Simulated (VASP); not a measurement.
# Na2Al (R-3m) in VASP: further runs, part 2 of 2

VASP 6.6.1. Earlier steps stand in the parts before.

## 4. Relaxation of cell and atoms, PBE

INCAR

```
SYSTEM = Na2Al
ALGO     = Normal         ! electronic algorithm
EDIFF    = 1E-6           ! SCF threshold, eV
EDIFFG   = -0.04          ! ionic threshold
ENCUT    = 600            ! plane-wave cutoff, eV
GGA      = PE             ! functional
IBRION   = 2              ! ionic algorithm
ISIF     = 3              ! what is computed and relaxed
ISMEAR   = 0              ! smearing method
LASPH    = .True.         ! aspherical terms in the spheres
LCHARG   = .False.        ! write CHGCAR
LREAL    = .False.        ! projectors in reciprocal space
LWAVE    = .False.        ! write WAVECAR
NELM     = 100            ! most SCF steps
NSW      = 90             ! ionic steps
PREC     = Accurate       ! precision mode
SIGMA    = 0.1            ! smearing width, eV
```

KPOINTS

```
k-points
0
Gamma
  6 6 6
  0 0 0
```

POSCAR

```
Na2Al
1.0
    1.7739917862      1.0242146353      5.3579090043
   -1.7739917862      1.0242146353      5.3579090043
    0.0000000000     -2.0484292706      5.3579090043
Na Al
2 1
Direct
    0.7500000000      0.7500000000      0.7500000000
    0.2500000000      0.2500000000      0.2500000000
    0.0000000000      0.0000000000      0.0000000000
```

Potentials or basis: VASP PAW PBE potentials, release 64 (Na_pv, Al).

Started as:

```sh
> cat potpaw_PBE.64/Na_pv/POTCAR potpaw_PBE.64/Al/POTCAR > POTCAR
> mpirun -np 1 vasp_std > vasp.out
```

OUTCAR:

```text
SYSTEM = Na2Al
   EDIFF = 1E-6
   EDIFFG = -0.04
   ENCUT = 600
   GGA = PE
   IBRION = 2
   ISIF = 3
   ISMEAR = 0
   LASPH = .True.
   LREAL = .False.
   NELM = 100
   NSW = 90
   PREC = Accurate

 ion  position               nearest neighbor table
   1  0.750  0.750  0.750-   3 2.45   3 2.45   3 2.45
   2  0.250  0.250  0.250-   3 2.45   3 2.45   3 2.45
   3  0.000  0.000  0.000-   1 2.45   2 2.45   1 2.45   1 2.45   2 2.45   2 2.45

  LATTYP: Found a trigonal (rhomboedric) cell.
 ALAT       =     5.7361355785
 COS(alpha) =     0.8087090652

  Lattice vectors:

 A1 = (   1.7739917862,   1.0242146353,   5.3579090043)
 A2 = (  -1.7739917862,   1.0242146353,   5.3579090043)
 A3 = (   0.0000000000,  -2.0484292706,   5.3579090043)

Analysis of symmetry for initial positions (statically):
[... 656 lines left out ...]

--------------------------------------- Ionic step       14  -------------------------------------------

 number of electron      17.0000015 magnetization

------------------------ aborting loop because EDIFF is reached ----------------------------------------
[... 69 lines left out ...]
--------------------------------------- Ionic step       16  -------------------------------------------

 number of electron      17.0000041 magnetization

 Free energy of the ion-electron system (eV)
  ---------------------------------------------------
  ext. energy  EPLUGINS =         0.00000000
  ---------------------------------------------------
  free energy    TOTEN  =        -5.68508598 eV

  energy without entropy =       -5.67894720  energy(sigma->0) =       -5.68201659

 E-fermi :   1.9437     XC(G=0):  -7.7462

 val. band max:        1.8765016994   @ k =  -0.3333   0.3333   0.1667
 cond. band min:       1.9956938885   @ k =   0.5000   0.3333  -0.0000
 fundamental gap:      0.1191921891
 Fermi energy:         1.9437038025

 k-point     1 :       0.0000    0.0000    0.0000
  band No.  band energies     occupation
      1     -22.5805      2.00000
      2     -22.5668      2.00000
      3     -22.5668      2.00000
      4     -22.5650      2.00000
      5     -22.5650      2.00000
      6     -22.5574      2.00000
      7      -4.6850      2.00000
      8      -0.6576      2.00000
      9      -0.4923      2.00000
     10       5.2435      0.00000
     11       5.7481      0.00000
     12      10.2039      0.00000
[... 375 lines left out ...]
  FREE ENERGIE OF THE ION-ELECTRON SYSTEM (eV)
  ---------------------------------------------------
  free  energy   TOTEN  =        -5.6850859772 eV

  energy  without entropy=       -5.6789471966  energy(sigma->0) =       -5.68201659

 reached required accuracy - stopping structural energy minimisation
```

CONTCAR:

```text
Na2Al
   1.00000000000000
     1.6734327091379195    0.9661568250898662    8.2850156994962294
    -1.6734327091379195    0.9661568250898662    8.2850156994962294
     0.0000000000000000   -1.9323136501797324    8.2850156994962294
  Na              Al
     2     1
Direct
     0.7694372935328735    0.7694372935328735    0.7694372935328735
     0.2305627064671267    0.2305627064671267    0.2305627064671267
     0.0000000000000000    0.0000000000000000    0.0000000000000000

  0.00000000E+00  0.00000000E+00  0.00000000E+00
  0.00000000E+00  0.00000000E+00  0.00000000E+00
  0.00000000E+00  0.00000000E+00  0.00000000E+00
```

Wall time 4.5 min (1 thread of AMD EPYC 9R45 (Zen 5), shared host); peak memory 0.3 GiB.

Results:

```
Free energy                            : -5.6851 eV
Relaxed volume                         : 26.79 Å³/atom
Relaxed cell                           : a = 8.507 Å, b = 8.507 Å, c = 8.507 Å, α = 22.69°, β = 22.69°, γ = 22.69°
Space group after relaxing (to 0.05 Å) : R-3m (No. 166)
Energy gained by relaxing              : 1010.2 meV/atom
Ionic steps                            : 16
Pressure after relaxing                : -0.1 GPa
Largest force after relaxing           : 0.023 eV/Å
```

Forces in eV/Å, atoms in the order of the input:
```
Na   0.000  0.000 -0.023
Na   0.000  0.000  0.023
Al   0.000  0.000  0.000
```

Stress tensor (GPa, compression positive):
```
-0.16  0.00  0.00
 0.00 -0.16  0.00
 0.00  0.00 -0.08
```

Step by step:
| step | energy change (eV) | largest force (eV/Å) | pressure (GPa) | volume (Å³) |
| --- | --- | --- | --- | --- |
| 1 | 0.0000 | 3.2036 | 24.65 | 58.41 |
| 2 | -2.4124 | 0.6341 | 2.14 | 87.57 |
| 3 | -2.4885 | 0.4182 | 0.71 | 93.30 |
| 4 | -2.4905 | 0.1016 | -1.12 | 105.48 |
| 5 | -2.5114 | 0.2347 | -0.41 | 99.53 |
| 6 | -2.5114 | 0.2606 | -0.28 | 98.56 |
| 7 | -2.5323 | 0.2319 | -0.26 | 97.79 |
| 8 | -2.5883 | 0.1474 | -0.25 | 95.36 |
| 9 | -2.7106 | 0.0410 | -0.27 | 90.08 |
| 10 | -2.9140 | 0.4409 | 0.37 | 78.19 |
| 11 | -2.9388 | 0.4764 | 0.21 | 77.72 |
| 12 | -2.9391 | 0.4783 | 0.19 | 77.47 |
| 13 | -2.9401 | 0.4778 | 0.19 | 77.61 |
| 14 | -2.9721 | 0.3800 | 0.07 | 78.14 |
| 15 | -3.0244 | 0.1215 | -0.12 | 79.69 |
| 16 | -3.0306 | 0.0225 | -0.13 | 80.37 |

Final structure:
```
Na Al
1.0
     1.67343    0.96616    8.28502
    -1.67343    0.96616    8.28502
     0.00000   -1.93231    8.28502
Na Al
2 1
Direct
  0.76944 0.76944 0.76944
  0.23056 0.23056 0.23056
  0.00000 0.00000 0.00000
```

Caveat: the volume moved by over 15 % at a fixed basis, so the end points are rough.

## 5. Overview

| task | cell | cutoff (eV) | gap on the mesh (eV) | pressure (GPa) | largest force (eV/Å) |
| --- | --- | --- | --- | --- | --- |
| single point | a = 5.736 Å, angles 36.0°, 3 atoms | 520 | none | 24.7 | 3.20 |
| single point | a = 8.516 Å, angles 22.5°, 3 atoms | 520 | none | 0.2 | 0.03 |
| relaxation of cell and atoms | relaxed from a = 5.736 Å, angles 36.0°, 3 atoms | 600 | none | -0.1 | 0.02 |

Alike in all rows: level PBE; potentials or basis VASP PAW PBE potentials, release 64 (Na_pv, Al); no spin polarisation; k mesh 6 × 6 × 6; smearing gaussian 0.1 eV.

Caveats: some runs use coarse meshes; forces of over 1 eV/Å act on the atoms, so gaps and moduli don't describe the material at rest (some runs); the volume moved by over 15 % at a fixed basis, so the end points are rough (some runs).

Absolute energies hang on the potentials; compare differences alone.
